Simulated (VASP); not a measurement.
# CsAsH4 (P4/mmm) in VASP: single point with r2SCAN+rVV10

Aim: the single point of CsAsH4 with r2SCAN+rVV10.

All numbers are computed with VASP 6.6.1; they aren't measurements. Logs are shortened: lines on timing, memory, paths and dates and some standing lists are left out, and cuts for length are marked.

### 1 The cell of the first run

It takes space group P4/mmm (No. 123, tetragonal). Conventional cell: a = 4.007 Å, b = 4.007 Å, c = 5.065 Å, α = 90.00°, β = 90.00°, γ = 90.00°. Within 4.1 Å of Cs (site symmetry 4/mmm) lie 16 H at 2.87 to 3.23 Å and 8 As at 3.80 Å and 4 Cs at 4.01 Å. As (site symmetry 4/mmm) has 6 H at 2.00 to 2.09 Å within 2.7 Å. Within 1.2 Å of H (site symmetry 4mm) lie 1 H at 0.88 Å. Within 2.7 Å of H (site symmetry mmm) lie 2 As at 2.00 Å.

### 2 Single point, r2SCAN+rVV10

File POSCAR:

```
CsAsH4
1.0
    4.0070087016      0.0000000000      0.0000000000
    0.0000000000      4.0070087016      0.0000000000
    0.0000000000      0.0000000000      5.0653665439
Cs As H
1 1 4
Direct
    0.0000000000      0.0000000000      0.0000000000
    0.5000000000      0.5000000000      0.5000000000
    0.5000000000      0.5000000000      0.9133509078
    0.5000000000      0.5000000000      0.0866490922
    0.5000000000      0.0000000000      0.5000000000
    0.0000000000      0.5000000000      0.5000000000
```

File INCAR.step1:

```
  ALGO = Normal
  EDIFF = 1E-4
  ENCUT = 520
  GGA = PE
  ISMEAR = -1
  LASPH = T
  LCHARG = F
  LREAL = F
  LWAVE = T
  NBANDS = 18
  NELM = 100
  PREC = Accurate
  SIGMA = 0.03
```

File INCAR.step2:

```
  ALGO = Normal
  BPARAM = 11.95
  CPARAM = 0.0093
  EDIFF = 1E-6
  ENCUT = 520
  ISIF = 2
  ISMEAR = -1
  ISTART = 1
  IVDW_NL = 2
  LASPH = T
  LCHARG = F
  LMIXTAU = T
  LREAL = F
  LUSE_VDW = T
  LWAVE = F
  METAGGA = R2SCAN
  NBANDS = 18
  NELM = 100
  PREC = Accurate
  SIGMA = 0.03
```

File KPOINTS:

```
k-points
0
Gamma
  8 8 6
```

Potentials or basis: VASP PAW PBE potentials, release 64 (Cs_sv, As, H).

Launch:

```
$ cat potpaw_PBE.64/Cs_sv/POTCAR potpaw_PBE.64/As/POTCAR potpaw_PBE.64/H/POTCAR > POTCAR
$ cp INCAR.step1 INCAR
$ mpirun -np 1 vasp_std > vasp.out
$ cp INCAR.step2 INCAR
$ mpirun -np 1 vasp_std > vasp.out
```

OUTCAR:

```text
BPARAM = 11.95
   EDIFF = 1E-6
   ENCUT = 520
   ISIF = 2
   ISMEAR = -1
   ISTART = 1
   IVDW_NL = 2
   LASPH = T
   LREAL = F
   METAGGA = R2SCAN
   NELM = 100
   PREC = Accurate

 ion  position               nearest neighbor table
   1  0.000  0.000  0.000-
   2  0.500  0.500  0.500-
   3  0.500  0.500  0.913-   4 0.88
   4  0.500  0.500  0.087-   3 0.88
   5  0.500  0.000  0.500-
   6  0.000  0.500  0.500-

  LATTYP: Found a simple tetragonal cell.
 ALAT       =     4.0070087016
 C/A-ratio  =     1.2641266643

  Lattice vectors:

 A1 = (   4.0070087016,   0.0000000000,   0.0000000000)
 A2 = (   0.0000000000,   4.0070087016,   0.0000000000)
 A3 = (   0.0000000000,   0.0000000000,   5.0653665439)

Analysis of symmetry for initial positions (statically):
=====================================================================
 Subroutine PRICEL returns:
 Original cell was already a primitive cell.

 Routine SETGRP: Setting up the symmetry group for a
 simple tetragonal supercell.

 Subroutine GETGRP returns: Found 16 space group operations
 (whereof 16 operations were pure point group operations)
 out of a pool of 16 trial point group operations.

The static configuration has the point symmetry D_4h.

Analysis of symmetry for dynamics (positions and initial velocities):
=====================================================================
 Subroutine PRICEL returns:
 Original cell was already a primitive cell.

 Routine SETGRP: Setting up the symmetry group for a
 simple tetragonal supercell.

 Subroutine GETGRP returns: Found 16 space group operations
 (whereof 16 operations were pure point group operations)
 out of a pool of 16 trial point group operations.

The dynamic configuration has the point symmetry D_4h.

 Subroutine INISYM returns: Found 16 space group operations
 (whereof 16 operations are pure point group operations),
 and found     1 'primitive' translations

----------------------------------------------------------------------------------------

                                     Primitive cell

  volume of cell :      81.3301

  direct lattice vectors                    reciprocal lattice vectors
     4.007008702  0.000000000  0.000000000     0.249562722  0.000000000  0.000000000
     0.000000000  4.007008702  0.000000000     0.000000000  0.249562722  0.000000000
     0.000000000  0.000000000  5.065366544     0.000000000  0.000000000  0.197419079

[... 95 lines left out ...]
   IBRION =     -1    ionic relax: 0-MD 1-quasi-New 2-CG
   NFREE  =      0    steps in history (QN), initial steepest desc. (CG)
   ISIF   =      2    stress and relaxation
   ISYM   =      2    0-nonsym 1-usesym 2-fastsym
   POTIM  = 0.5000    time-step for ionic-motion
   TEBEG  =    0.0;   TEEND  =   0.0 temperature during run
   PSTRESS=    0.0 pullay stress
   NELECT =      18.0000    total number of electrons
   NUPDOWN=      -1.0000    fix difference up-down
   EMIN   =  10.00;   EMAX   =-10.00  energy-range for DOS
   EFERMI =   0.00;   METHOD = LEGACY
   ISMEAR =    -1;   SIGMA  =   0.03  broadening in eV -4-tet -1-fermi 0-gaus
   EFERMI_NEDOS =   21; number of points for ismear=-14 and -15
   IALGO  =     38    algorithm
   IMIX   =      4    mixing-type and parameters
     AMIX     =   0.40;   BMIX     =  1.00
     AMIX_MAG =   1.60;   BMIX_MAG =  1.00
  volume/ion in A,a.u.               =      13.56        91.47
  Fermi-wavevector in a.u.,A,eV,Ry     =   0.990258  1.871317 13.342031  0.980612
  Thomas-Fermi vector in A             =   2.121916
   LORBIT       =      0    0 simple, 1 ext, 2 COOP (PROOUT), +10 PAW based schemes
   METAGGA = R2SCAN    functional components
   LHFCALC =     F    Hartree Fock is set to
   AEXX    =    0.0000 exact exchange contribution
   IVDW_NL    =     2    kernel type
   BPARAM     =11.9500
   IVDW    =     0    specifies the selected vdW correction
   LEPSILON=     F    determine dielectric tensor
   LRPA    =     F    only Hartree local field effects (RPA)
 non-spin polarized calculation
  energy-cutoff  :      520.00
  volume of cell :       81.33
 maximum number of plane-waves:      2226
 NGX is ok and might be reduce to    30
   NGX = 15   NGY = 15   NGZ = 19

 number of electron      18.0000001 magnetization

 Free energy of the ion-electron system (eV)
  ---------------------------------------------------
  ext. energy  EPLUGINS =         0.00000000
  ---------------------------------------------------
  free energy    TOTEN  =       -52.52976910 eV

  energy without entropy =      -52.52700928  energy(sigma->0) =      -52.52838919

 E-fermi :   2.8804     XC(G=0):  -9.5056

 val. band max:        2.8432110308   @ k =   0.1250   0.0000   0.3333
 cond. band min:       2.8965234804   @ k =   0.2500   0.0000   0.3333
 fundamental gap:      0.0533124496
 Fermi energy:         2.8803616449

 k-point     1 :       0.0000    0.0000    0.0000
  band No.  band energies     occupation
      1     -20.3605      2.00000
      2      -9.5810      2.00000
      3      -6.8689      2.00000
      4      -6.4215      2.00000
      5      -6.4215      2.00000
      6      -4.4587      2.00000
[... 481 lines left out ...]
      5      -6.4578      2.00000
      6      -3.8482      2.00000
[... 10 lines left out ...]
     17      10.7927      0.00000
     18      11.8818      0.00000

 [... further k-points ...]

------------------------ aborting loop because EDIFF is reached ----------------------------------------

  FORCE on cell =-STRESS in cart. coord.  units (eV):
  Direction    XX          YY          ZZ          XY          YZ          ZX
  --------------------------------------------------------------------------------------
  -------------------------------------------------------------------------------------
  Total       -0.5059903     -0.5059903      1.4124412      0.0000000     -0.0000000      0.0000000
  in kB       -9.9678457     -9.9678457     27.8246376      0.0000000     -0.0000000      0.0000000
  external PRESSURE =       2.6296487 kB  Pullay stress =       0.0000000 kB

 VOLUME and BASIS-vectors are now :
 -----------------------------------------------------------------------------
  energy-cutoff  :      520.00
  volume of cell :       81.33
      direct lattice vectors                 reciprocal lattice vectors
     4.007008702  0.000000000  0.000000000     0.249562722  0.000000000  0.000000000
     0.000000000  4.007008702  0.000000000     0.000000000  0.249562722  0.000000000
     0.000000000  0.000000000  5.065366544     0.000000000  0.000000000  0.197419079

 POSITION                                       TOTAL-FORCE (eV/Angst)
 -----------------------------------------------------------------------------------
      0.00000      0.00000      0.00000         0.000000      0.000000     -0.000000
      2.00350      2.00350      2.53268         0.000000      0.000000     -0.000000
      2.00350      2.00350      4.62646         0.000000     -0.000000      0.128626
      2.00350      2.00350      0.43891         0.000000      0.000000     -0.128626
      2.00350      0.00000      2.53268         0.000000      0.000000     -0.000000
      0.00000      2.00350      2.53268         0.000000      0.000000     -0.000000
 -----------------------------------------------------------------------------------
    total drift:                                0.000000      0.000000     -0.000000

  FREE ENERGIE OF THE ION-ELECTRON SYSTEM (eV)
  ---------------------------------------------------
  free  energy   TOTEN  =       -52.5297691027 eV

  energy  without entropy=      -52.5270092801  energy(sigma->0) =      -52.52838919
```

OUTCAR.step1:

```text
EDIFF = 1E-4
   ENCUT = 520
   GGA = PE
   ISMEAR = -1
   LASPH = T
[... 740 lines left out ...]
      2.00350      2.00350      4.62646         0.000000      0.000000      0.080270
      2.00350      2.00350      0.43891         0.000000     -0.000000     -0.080270
      2.00350      0.00000      2.53268         0.000000      0.000000     -0.000000
      0.00000      2.00350      2.53268         0.000000      0.000000     -0.000000
 -----------------------------------------------------------------------------------
    total drift:                                0.000000      0.000000     -0.000000

  FREE ENERGIE OF THE ION-ELECTRON SYSTEM (eV)
  ---------------------------------------------------
  free  energy   TOTEN  =       -18.3465052192 eV

  energy  without entropy=      -18.3434483704  energy(sigma->0) =      -18.34497679
```

Wall time 6.9 min (1 thread of Oxide Virtual Turin-like, shared host); peak memory 0.36 GiB.

Results:

```
Free energy            : -52.5298 eV
Pressure               : 0.3 GPa
Largest force          : 0.129 eV/Å
Band gap on the k mesh : zero (bands 9 and 10 overlap by 2.51 eV)
```

Forces on the atoms (eV/Å):
```
Cs   0.000  0.000  0.000
As   0.000  0.000  0.000
H    0.000  0.000  0.129
H    0.000  0.000 -0.129
H    0.000  0.000  0.000
H    0.000  0.000  0.000
```

Levels at points of the mesh, in eV from the Fermi level:
```csv
k point,band 5,band 6,band 7,band 8,band 9,band 10,band 11,band 12,band 13,band 14
"(0.00, 0.00, 0.00)",-9.30,-7.34,-2.62,-2.48,-0.57,-0.57,0.29,3.63,5.97,6.14
"(0.50, 0.00, 0.00)",-9.15,-6.40,-6.22,-3.16,-0.53,-0.40,2.72,5.43,5.70,6.16
"(0.50, 0.50, 0.00)",-9.33,-6.77,-5.69,-5.69,-2.51,2.15,2.97,2.97,7.88,7.88
"(0.00, 0.00, 0.50)",-9.06,-8.74,-2.31,-0.85,-0.85,0.12,0.58,2.65,5.34,6.46
"(0.50, 0.00, 0.50)",-9.13,-6.94,-5.63,-0.95,-0.28,1.25,1.84,3.64,4.12,5.46
"(0.50, 0.50, 0.50)",-9.50,-8.84,-6.20,-6.20,1.73,4.43,5.03,5.87,5.87,6.19
```

Caveat: the PAW data sets were made with another functional, which shifts forces and pressure a little; spin-orbit coupling is left out, which moves the levels of the heavy elements.

The gap in the log of VASP goes by the Fermi energy; the results here count the filled bands.